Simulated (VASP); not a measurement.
A run of VASP 6.6.1 is set up as follows.

INCAR

```
SYSTEM = Ti19Al5
PREC     = Accurate       ! precision mode
ENCUT    = 400            ! plane-wave cutoff, eV
EDIFF    = 1E-6           ! SCF threshold, eV
ISMEAR   = -1             ! smearing method
SIGMA    = 0.05           ! smearing width, eV
LREAL    = Auto         
LASPH    = .TRUE.         ! aspherical terms in the spheres
NELM     = 120            ! most SCF steps
ALGO     = Normal         ! electronic algorithm
ISIF     = 2              ! what is computed and relaxed
LWAVE    = .FALSE.        ! write WAVECAR
LCHARG   = .FALSE.        ! write CHGCAR
GGA      = PE             ! functional
ISYM     = -1           
NBANDS   = 140            ! bands
GGA_COMPAT= .FALSE.
```

KPOINTS

```
explicit points
1
Reciprocal
  0.25000000   0.25000000   0.25000000 1
```

File POSCAR:

```
Ti19Al5
1.0
    7.7665530000     -0.1286440000      0.2320170000
   -0.1286440000      7.6697090000      0.0303640000
    0.2320170000      0.0303640000      7.4366650000
Ti Al
19 5
Direct
    0.8743530461      0.4063070969      0.2764482628
    0.4186429008      0.1359991659      0.4103501034
    0.7668898480      0.9034786126      0.8575856642
    0.3968586408      0.2598744202      0.7419741540
    0.1123120955      0.7623877349      0.2130221737
    0.0976097166      0.1486673770      0.2893026310
    0.5799544247      0.2879847582      0.0772087145
    0.2112147483      0.4156334109      0.0736463583
    0.8929190693      0.2724773072      0.8994870813
    0.8842644797      0.7679575647      0.4587430447
    0.2366360697      0.7760587648      0.5548978152
    0.5600185595      0.8250129032      0.6069733519
    0.0969027755      0.0146551532      0.9574891325
    0.4580372106      0.7978554197      0.2491715707
    0.7738506622      0.0215659057      0.1909176578
    0.0605641379      0.4186216686      0.5452125465
    0.7285792875      0.2146924084      0.5517407735
    0.3798897067      0.6337506500      0.8753611902
    0.7347477760      0.6348126321      0.1163461813
    0.4943369940      0.4968996159      0.4207954175
    0.0222175022      0.6440170898      0.8377512268
    0.0408847164      0.0687489147      0.6263800452
    0.7312173653      0.5272320198      0.7231444831
    0.4258056448      0.9782197440      0.9517707450
```

Potentials or basis: VASP PAW PBE potentials, release 64 (Ti_sv, Al).

Command:

```console
$ cat potpaw_PBE.64/Ti_sv/POTCAR potpaw_PBE.64/Al/POTCAR > POTCAR
$ mpirun -np 1 vasp_std > vasp.out
```

Task: Estimate the largest force.

Result: 1.160 eV/Å.

Task: Estimate the pressure.

Result: -4.7 GPa.

Task: What does it give for the band gap on the k mesh?

Result: Zero (an odd number of electrons rules out a gap without spin polarisation).

Forces in eV/Å, atoms in the order of the input:
```
Ti  -0.710  0.205 -0.879
Ti  -0.027 -0.699 -0.510
Ti  -0.316  0.108 -0.592
Ti  -0.414  0.525 -0.173
Ti  -0.085 -0.413 -0.404
Ti   0.130 -0.504 -0.213
Ti  -1.160  0.004 -0.012
Ti   0.564 -0.278  0.101
Ti   0.148  0.188  0.448
Ti  -0.631  0.183  0.741
Ti   0.385 -0.202 -0.066
Ti   0.049  0.579 -0.794
Ti  -0.092 -0.501  0.161
Ti   0.051  0.672 -0.322
Ti   0.265 -0.114  0.817
Ti   0.804  0.311  0.470
Ti   0.205 -0.766  0.012
Ti   0.163  0.067  0.364
Ti   0.688  0.362 -0.390
Al  -0.099 -0.505  0.422
Al   0.317  0.346  0.822
Al  -0.148  0.032 -0.112
Al  -0.883  0.183  0.239
Al   0.795  0.218 -0.129
```

Caveat: the atoms stand as in a frame of molecular dynamics.
